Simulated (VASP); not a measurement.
# V (Im-3m) in VASP: further runs

Runs on V. Level: LDA. Tasks: single point, relaxation of cell and atoms.

Everything below comes from runs of VASP 6.6.1. Logs are shortened: lines on timing, memory, paths and dates and some standing lists are left out, and cuts for length are marked.

### Step 1. The cell of the first run

Symmetry: Im-3m, No. 229, cubic system. The conventional cell has a = 2.964 Å, b = 2.964 Å, c = 2.964 Å, α = 90.00°, β = 90.00°, γ = 90.00°. Within 3.4 Å of V (site symmetry m-3m) lie 14 V at 2.57 to 2.96 Å.

### Step 2. Single point, LDA (volume scaled by 1.040)

INCAR reads:

```
PREC     = Accurate       # precision mode
ENCUT    = 500            # plane-wave cutoff, eV
EDIFF    = 1E-6           # SCF threshold, eV
ISMEAR   = 0              # smearing method
SIGMA    = 0.05           # smearing width, eV
LREAL    = F              # projectors in reciprocal space
LASPH    = T              # aspherical terms in the spheres
NELM     = 120            # most SCF steps
ALGO     = Normal         # electronic algorithm
ISIF     = 2              # what is computed and relaxed
LWAVE    = F              # write WAVECAR
LCHARG   = T              # write CHGCAR
LELF     = T              # ELF
LVHAR    = T            
NBANDS   = 12             # bands
GGA_COMPAT= F
```

KPOINTS reads:

```
regular mesh
0
Gamma
  22 22 22
```

POSCAR reads:

```
V
1.0
   -1.4819887176      1.4819887176      1.4819887176
    1.4819887176     -1.4819887176      1.4819887176
    1.4819887176      1.4819887176     -1.4819887176
V
1
Direct
    0.0000000000      0.0000000000      0.0000000000
```

Potentials or basis: VASP PAW LDA potentials, release 64 (V_sv).

On the command line:

```bash
cat potpaw_LDA.64/V_sv/POTCAR > POTCAR
mpirun -np 1 vasp_std > vasp.out
```

OUTCAR:

```text
PREC = Accurate
   ENCUT = 500
   EDIFF = 1E-6
   ISMEAR = 0
   LREAL = F
   LASPH = T
   NELM = 120
   ISIF = 2

 ion  position               nearest neighbor table
   1  0.000  0.000  0.000-

  LATTYP: Found a body centered cubic cell.
 ALAT       =     2.9639774352

  Lattice vectors:

 A1 = (  -1.4819887176,   1.4819887176,   1.4819887176)
 A2 = (   1.4819887176,  -1.4819887176,   1.4819887176)
 A3 = (   1.4819887176,   1.4819887176,  -1.4819887176)

Analysis of symmetry for initial positions (statically):
=====================================================================
 Subroutine PRICEL returns:
 Original cell was already a primitive cell.

 Routine SETGRP: Setting up the symmetry group for a
 body centered cubic supercell.

 Subroutine GETGRP returns: Found 48 space group operations
 (whereof 48 operations were pure point group operations)
 out of a pool of 48 trial point group operations.

The static configuration has the point symmetry O_h .

Analysis of symmetry for dynamics (positions and initial velocities):
=====================================================================
 Subroutine PRICEL returns:
 Original cell was already a primitive cell.

 Routine SETGRP: Setting up the symmetry group for a
 body centered cubic supercell.

 Subroutine GETGRP returns: Found 48 space group operations
 (whereof 48 operations were pure point group operations)
 out of a pool of 48 trial point group operations.

The dynamic configuration has the point symmetry O_h .

 Subroutine INISYM returns: Found 48 space group operations
 (whereof 48 operations are pure point group operations),
 and found     1 'primitive' translations

----------------------------------------------------------------------------------------

                                     Primitive cell

  volume of cell :      13.0195

  direct lattice vectors                    reciprocal lattice vectors
    -1.481988718  1.481988718  1.481988718     0.000000000  0.337384485  0.337384485
     1.481988718 -1.481988718  1.481988718     0.337384485  0.000000000  0.337384485
     1.481988718  1.481988718 -1.481988718     0.337384485  0.337384485  0.000000000

  length of vectors
     2.566879755  2.566879755  2.566879755     0.477133714  0.477133714  0.477133714

  position of ions in fractional coordinates (direct lattice)
     0.000000000  0.000000000  0.000000000

  ion indices of the primitive-cell ions
   primitive index   ion index
                 1           1

----------------------------------------------------------------------------------------

 KPOINTS: regular mesh

Automatic generation of k-mesh.
 Grid dimensions read from file:
 generate k-points for:   22   22   22

 Generating k-lattice:

  Cartesian coordinates                     Fractional coordinates (reciprocal lattice)
     0.000000000  0.015335658  0.015335658     0.045454545  0.000000000  0.000000000
     0.015335658  0.000000000  0.015335658     0.000000000  0.045454545  0.000000000
     0.015335658  0.015335658  0.000000000     0.000000000  0.000000000  0.045454545

  Length of vectors
     0.021687896  0.021687896  0.021687896

  Shift w.r.t. Gamma in fractional coordinates (k-lattice)
     0.000000000  0.000000000  0.000000000

 Subroutine IBZKPT returns following result:
 ===========================================

 Found    328 irreducible k-points:

 Following reciprocal coordinates:
            Coordinates               Weight
  0.000000  0.000000  0.000000      1.000000
  0.045455  0.000000  0.000000     12.000000
  0.090909  0.000000  0.000000     12.000000
  0.136364  0.000000  0.000000     12.000000
  0.181818  0.000000  0.000000     12.000000
  0.227273  0.000000  0.000000     12.000000
[... 16 lines left out ...]
  0.090909  0.090909  0.000000     24.000000
  0.136364  0.090909  0.000000     48.000000
 [... further k-points ...]
   k-points           NKPTS =    328   k-points in BZ     NKDIM =    328   number of bands    NBANDS=     12
   number of dos      NEDOS =    301   number of ions     NIONS =      1
   total plane-waves  NPLWV =   8000
   dimension x,y,z NGX =    20 NGY =   20 NGZ =   20
   dimension x,y,z NGXF=    40 NGYF=   40 NGZF=   40
   ions per type =               1
   NGX,Y,Z   is equivalent  to a cutoff of  12.95, 12.95, 12.95 a.u.
   NGXF,Y,Z  is equivalent  to a cutoff of  25.91, 25.91, 25.91 a.u.
 SYSTEM =  unknown system
   PREC   = accura    normal or accurate (medium, high low for compatibility)
   ISTART =      0    job   : 0-new  1-cont  2-samecut
   ICHARG =      2    charge: 1-file 2-atom 10-const
   ISPIN  =      1    spin polarized calculation?
   LNONCOLLINEAR =      F non collinear calculations
   LSORBIT =      F    spin-orbit coupling
   LASPH  =      T    aspherical Exc in radial PAW
   ENCUT  =  500.0 eV  36.75 Ry    6.06 a.u.   4.68  4.68  4.68*2*pi/ulx,y,z
   NELM   =    120;   NELMIN=  2; NELMDL= -5     # of ELM steps
   EDIFF  = 0.1E-05   stopping-criterion for ELM
   LREAL  =      F    real-space projection
   EDIFFG = 0.1E-04   stopping-criterion for IOM
   NSW    =      0    number of steps for IOM
   IBRION =     -1    ionic relax: 0-MD 1-quasi-New 2-CG
   NFREE  =      0    steps in history (QN), initial steepest desc. (CG)
   ISIF   =      2    stress and relaxation
   ISYM   =      2    0-nonsym 1-usesym 2-fastsym
   POTIM  = 0.5000    time-step for ionic-motion
   TEBEG  =    0.0;   TEEND  =   0.0 temperature during run
   PSTRESS=    0.0 pullay stress
   NELECT =      13.0000    total number of electrons
   NUPDOWN=      -1.0000    fix difference up-down
   EMIN   =  10.00;   EMAX   =-10.00  energy-range for DOS
   EFERMI =   0.00;   METHOD = LEGACY
   ISMEAR =     0;   SIGMA  =   0.05  broadening in eV -4-tet -1-fermi 0-gaus
   EFERMI_NEDOS =   21; number of points for ismear=-14 and -15
   IALGO  =     38    algorithm
   IMIX   =      4    mixing-type and parameters
     AMIX     =   0.40;   BMIX     =  1.00
     AMIX_MAG =   1.60;   BMIX_MAG =  1.00
  volume/ion in A,a.u.               =      13.02        87.86
  Fermi-wavevector in a.u.,A,eV,Ry     =   1.636280  3.092122 36.428422  2.677413
  Thomas-Fermi vector in A             =   2.727613
   LORBIT       =      0    0 simple, 1 ext, 2 COOP (PROOUT), +10 PAW based schemes
   GGA     = CA    functional components
   LHFCALC =     F    Hartree Fock is set to
   AEXX    =    0.0000 exact exchange contribution
   IVDW    =     0    specifies the selected vdW correction
   LEPSILON=     F    determine dielectric tensor
   LRPA    =     F    only Hartree local field effects (RPA)
 non-spin polarized calculation
 Gauss-broadening in eV      SIGMA  =   0.05
  energy-cutoff  :      500.00
  volume of cell :       13.02
 maximum number of plane-waves:       370
   NGX =  9   NGY =  9   NGZ =  9

 number of electron      13.0000000 magnetization

 Free energy of the ion-electron system (eV)
  ---------------------------------------------------
  ext. energy  EPLUGINS =         0.00000000
  ---------------------------------------------------
  free energy    TOTEN  =        -9.93940079 eV

  energy without entropy =       -9.93730723  energy(sigma->0) =       -9.93835401

 E-fermi :   9.9246     XC(G=0): -13.4139

 val. band max:        9.9055585091   @ k =  -0.3182   0.3636   0.0455
 cond. band min:       9.9290946530   @ k =   0.3182   0.1364   0.0000
 fundamental gap:      0.0235361439
 Fermi energy:         9.9245854705

 k-point     1 :       0.0000    0.0000    0.0000
  band No.  band energies     occupation
      1     -53.0060      2.00000
      2     -26.6495      2.00000
      3     -26.6495      2.00000
      4     -26.6495      2.00000
      5       3.3305      2.00000
      6      10.3099      0.00000
      7      10.3099      0.00000
      8      10.3099      0.00000
      9      12.3915      0.00000
     10      12.3915      0.00000
     11      30.7227      0.00000
     12      30.7227      0.00000

 k-point     2 :       0.0455    0.0000    0.0000
  band No.  band energies     occupation
      1     -53.0012      2.00000
      2     -26.6715      2.00000
      3     -26.6562      2.00000
      4     -26.6497      2.00000
      5       3.4174      2.00000
      6      10.2721      0.00000
      7      10.3029      0.00000
      8      10.3729      0.00000
      9      12.3465      0.00000
     10      12.3938      0.00000
     11      30.5919      0.00000
     12      30.7185      0.00000

 k-point     3 :       0.0909    0.0000    0.0000
  band No.  band energies     occupation
      1     -52.9874      2.00000
      2     -26.7354      2.00000
      3     -26.6755      2.00000
      4     -26.6502      2.00000
      5       3.6728      2.00000
      6      10.1632      0.00000
      7      10.2733      0.00000
      8      10.5594      0.00000
      9      12.2326      0.00000
     10      12.4017      0.00000
     11      30.1880      0.00000
     12      30.6608      0.00000

 k-point     4 :       0.1364    0.0000    0.0000
  band No.  band energies     occupation
      1     -52.9655      2.00000
      2     -26.8351      2.00000
      3     -26.7058      2.00000
      4     -26.6511      2.00000
      5       4.0806      2.00000
      6       9.9959      0.04360
      7      10.2010      0.00000
      8      10.8614      0.00000
      9      12.1056      0.00000
     10      12.4178      0.00000
     11      29.4867      0.00000
     12      30.4359      0.00000

 k-point     5 :       0.1818    0.0000    0.0000
  band No.  band energies     occupation
      1     -52.9372      2.00000
      2     -26.9619      2.00000
      3     -26.7447      2.00000
      4     -26.6522      2.00000
      5       4.6108      2.00000
      6       9.7883      1.99988
      7      10.0758      0.00002
      8      11.2656      0.00000
      9      12.0279      0.00000
     10      12.4448      0.00000
     11      28.4831      0.00000
     12      29.9538      0.00000
[... 228 lines left out ...]
      1     -52.7771      2.00000
      2     -27.6312      2.00000
      3     -26.9609      2.00000
      4     -26.6666      2.00000
      5       6.6808      2.00000
      6       8.7692      2.00000
      7      11.1108      0.00000
      8      12.3906      0.00000
      9      12.8315      0.00000
     10      14.1263      0.00000
     11      21.2320      0.00000
     12      26.3049      0.00000

 k-point    22 :       0.4545    0.0455    0.0000
  band No.  band energies     occupation
      1     -52.7675      2.00000
      2     -27.6698      2.00000
      3     -26.9739      2.00000
      4     -26.6670      2.00000
      5       6.6775      2.00000
      6       8.7135      2.00000
      7      11.4761      0.00000
      8      12.3960      0.00000
      9      12.9013      0.00000
     10      14.3520      0.00000
     11      20.6097      0.00000
     12      26.0963      0.00000

 k-point    23 :       0.0909    0.0909    0.0000
  band No.  band energies     occupation
      1     -52.9530      2.00000
      2     -26.8907      2.00000
      3     -26.7047      2.00000
      4     -26.6708      2.00000
      5       4.3177      2.00000
      6       9.9694      0.20502
      7      10.0511      0.00035
      8      11.0799      0.00000
      9      12.0029      0.00000
     10      12.4714      0.00000
     11      29.2323      0.00000
     12      30.1321      0.00000

 k-point    24 :       0.1364    0.0909    0.0000
  band No.  band energies     occupation
      1     -52.9258      2.00000
      2     -27.0068      2.00000
      3     -26.7412      2.00000
      4     -26.6774      2.00000
      5       4.8362      2.00000
      6       9.7806      1.99995
      7       9.8973      1.56001
      8      11.5033      0.00000
      9      11.9125      0.00000
     10      12.5319      0.00000
     11      28.3994      0.00000
     12      29.4613      0.00000

 [... further k-points ...]
[... 5 lines left out ...]
  --------------------------------------------------------------------------------------
  -------------------------------------------------------------------------------------
  Total       -0.5993613     -0.5993613     -0.5993613     -0.0000000      0.0000000     -0.0000000
  in kB      -73.7572314    -73.7572314    -73.7572314     -0.0000000      0.0000000     -0.0000000
  external PRESSURE =     -73.7572314 kB  Pullay stress =       0.0000000 kB

 VOLUME and BASIS-vectors are now :
 -----------------------------------------------------------------------------
  energy-cutoff  :      500.00
  volume of cell :       13.02
      direct lattice vectors                 reciprocal lattice vectors
    -1.481988718  1.481988718  1.481988718     0.000000000  0.337384485  0.337384485
     1.481988718 -1.481988718  1.481988718     0.337384485  0.000000000  0.337384485
     1.481988718  1.481988718 -1.481988718     0.337384485  0.337384485  0.000000000

 POSITION                                       TOTAL-FORCE (eV/Angst)
 -----------------------------------------------------------------------------------
      0.00000      0.00000      0.00000         0.000000      0.000000      0.000000
 -----------------------------------------------------------------------------------
    total drift:                                0.000000     -0.000000      0.000000

  FREE ENERGIE OF THE ION-ELECTRON SYSTEM (eV)
  ---------------------------------------------------
  free  energy   TOTEN  =        -9.9394007872 eV

  energy  without entropy=       -9.9373072305  energy(sigma->0) =       -9.93835401
```

Run time: 14 s. Hardware: 1 thread of Intel Xeon 6975P-C (Granite Rapids), shared host; peak memory 0.15 GiB.

What came out:

- Free energy: -9.9394 eV
- Pressure: -7.4 GPa

Levels at points of the mesh, in eV from the Fermi level:
```tsv
k point	band 2	band 3	band 4	band 5	band 6	band 7	band 8	band 9	band 10	band 11
(0.00, 0.00, 0.00)	-36.57	-36.57	-36.57	-6.59	0.39	0.39	0.39	2.47	2.47	20.80
(0.50, 0.00, 0.00)	-37.61	-36.89	-36.58	-3.30	-1.23	1.86	2.48	2.85	4.31	10.61
(0.50, 0.50, 0.50)	-37.27	-37.27	-37.27	-3.18	-3.18	3.89	3.89	3.89	10.53	10.53
```

Caveat: the cell differs from its parent crystal (volume scaled by 1.040).

### Step 3. Relaxation of cell and atoms, LDA

This run uses another cell than the first one, of 12.52 Å³/atom, 0.962 times its volume.

INCAR reads:

```
SYSTEM = V
PREC = Accurate
ENCUT = 500
EDIFF = 1E-7
ISMEAR = 0
SIGMA = 0.05
LREAL = .False.
LASPH = .True.
NELM = 120
ALGO = Normal
ISIF = 3
LWAVE = .False.
LCHARG = .False.
IBRION = 2
NSW = 50
EDIFFG = -0.01
GGA_COMPAT = .False.
NELMIN = 4
```

KPOINTS reads:

```
regular mesh
0
Gamma
  22 22 22
  0 0 0
```

POSCAR reads:

```
V
1.0
   -1.4629224988      1.4629224988      1.4629224988
    1.4629224988     -1.4629224988      1.4629224988
    1.4629224988      1.4629224988     -1.4629224988
V
1
Direct
    0.0000000000      0.0000000000      0.0000000000
```

Potentials or basis: VASP PAW LDA potentials, release 64 (V_sv).

On the command line:

```bash
cat potpaw_LDA.64/V_sv/POTCAR > POTCAR
mpirun -np 1 vasp_std > vasp.out
```

OUTCAR:

```text
SYSTEM = V
   PREC = Accurate
   ENCUT = 500
   EDIFF = 1E-7
   ISMEAR = 0
   LREAL = .False.
   LASPH = .True.
   NELM = 120
   ISIF = 3
   IBRION = 2
   NSW = 50
   EDIFFG = -0.01
   NELMIN = 4

 ion  position               nearest neighbor table
   1  0.000  0.000  0.000-

  LATTYP: Found a body centered cubic cell.
 ALAT       =     2.9258449976

  Lattice vectors:

 A1 = (  -1.4629224988,   1.4629224988,   1.4629224988)
 A2 = (   1.4629224988,  -1.4629224988,   1.4629224988)
 A3 = (   1.4629224988,   1.4629224988,  -1.4629224988)

Analysis of symmetry for initial positions (statically):
=====================================================================
 Subroutine PRICEL returns:
 Original cell was already a primitive cell.

 Routine SETGRP: Setting up the symmetry group for a
 body centered cubic supercell.

 Subroutine GETGRP returns: Found 48 space group operations
 (whereof 48 operations were pure point group operations)
[... 169 lines left out ...]
  --------------------------------------------------------------------------------------
  -------------------------------------------------------------------------------------
  Total        0.0265871      0.0265871      0.0265871      0.0000000     -0.0000000      0.0000000
  in kB        3.4013971      3.4013971      3.4013971      0.0000000     -0.0000000      0.0000000
  external PRESSURE =       3.4013971 kB  Pullay stress =       0.0000000 kB
[... 57 lines left out ...]
--------------------------------------- Ionic step        3  -------------------------------------------

 number of electron      13.0000013 magnetization

 Free energy of the ion-electron system (eV)
  ---------------------------------------------------
  ext. energy  EPLUGINS =         0.00000000
  ---------------------------------------------------
  free energy    TOTEN  =        -9.94997139 eV

  energy without entropy =       -9.94807739  energy(sigma->0) =       -9.94902439

 E-fermi :  10.4098     XC(G=0): -13.6217

 val. band max:       10.4088328972   @ k =  -0.3182   0.4091   0.1364
 cond. band min:      10.4102163888   @ k =   0.2273   0.0000   0.0000
 fundamental gap:      0.0013834917
 Fermi energy:        10.4098241919

 k-point     1 :       0.0000    0.0000    0.0000
  band No.  band energies     occupation
      1     -52.4869      2.00000
      2     -26.0565      2.00000
      3     -26.0565      2.00000
      4     -26.0565      2.00000
      5       3.7491      2.00000
      6      10.7994      0.00000
      7      10.7994      0.00000
      8      10.7994      0.00000
      9      12.9813      0.00000
     10      12.9813      0.00000
[... 287 lines left out ...]
 k-point    24 :       0.1364    0.0909    0.0000
  band No.  band energies     occupation
      1     -52.3945      2.00000
      2     -26.4576      2.00000
      3     -26.1589      2.00000
      4     -26.0879      2.00000
      5       5.2994      2.00000
      6      10.2409      2.00000
      7      10.3638      1.80683
      8      12.0562      0.00000
      9      12.4734      0.00000
     10      13.1314      0.00000

 [... further k-points ...]
[... 5 lines left out ...]
  --------------------------------------------------------------------------------------
  -------------------------------------------------------------------------------------
  Total       -0.0001599     -0.0001599     -0.0001599      0.0000000     -0.0000000      0.0000000
  in kB       -0.0204181     -0.0204181     -0.0204181      0.0000000     -0.0000000      0.0000000
  external PRESSURE =      -0.0204181 kB  Pullay stress =       0.0000000 kB
[... 16 lines left out ...]
  FREE ENERGIE OF THE ION-ELECTRON SYSTEM (eV)
  ---------------------------------------------------
  free  energy   TOTEN  =        -9.9499713878 eV

  energy  without entropy=       -9.9480773890  energy(sigma->0) =       -9.94902439

 reached required accuracy - stopping structural energy minimisation
```

CONTCAR:

```text
V
   1.00000000000000
    -1.4637767038077487    1.4637767038077487    1.4637767038077487
     1.4637767038077487   -1.4637767038077487    1.4637767038077487
     1.4637767038077487    1.4637767038077487   -1.4637767038077487
  V
     1
Direct
     0.0000000000000000    0.0000000000000000    0.0000000000000000

  0.00000000E+00  0.00000000E+00  0.00000000E+00
```

It took 18 s on 1 thread of Intel Xeon 6975P-C (Granite Rapids), shared host; peak memory 0.15 GiB.

What came out:

```
Free energy                            : -9.9500 eV
Relaxed volume                         : 12.55 Å³/atom
Relaxed cell                           : a = 2.535 Å, b = 2.535 Å, c = 2.535 Å, α = 109.47°, β = 109.47°, γ = 109.47°
Space group after relaxing (to 0.05 Å) : Im-3m (No. 229)
Energy gained by relaxing              : 0.0 meV/atom
Ionic steps                            : 3
Pressure after relaxing                : 0.0 GPa
```

Final structure:
```yaml
crystal:
  lattice:
    - [-1.46378, 1.46378, 1.46378]
    - [1.46378, -1.46378, 1.46378]
    - [1.46378, 1.46378, -1.46378]
  atoms:
    - { symbol: V, position: [0.00000, 0.00000, 0.00000] }
```

Levels at points of the mesh, in eV from the Fermi level:
| k point | band 4 | band 5 | band 6 | band 7 | band 8 | band 9 |
| --- | --- | --- | --- | --- | --- | --- |
| (0.00, 0.00, 0.00) | -36.47 | -6.66 | 0.39 | 0.39 | 0.39 | 2.57 |
| (0.50, 0.00, 0.00) | -36.48 | -3.43 | -1.31 | 2.01 | 2.60 | 2.98 |
| (0.50, 0.50, 0.50) | -37.25 | -3.36 | -3.36 | 4.07 | 4.07 | 4.07 |

(Continued in part 2 of 2.)
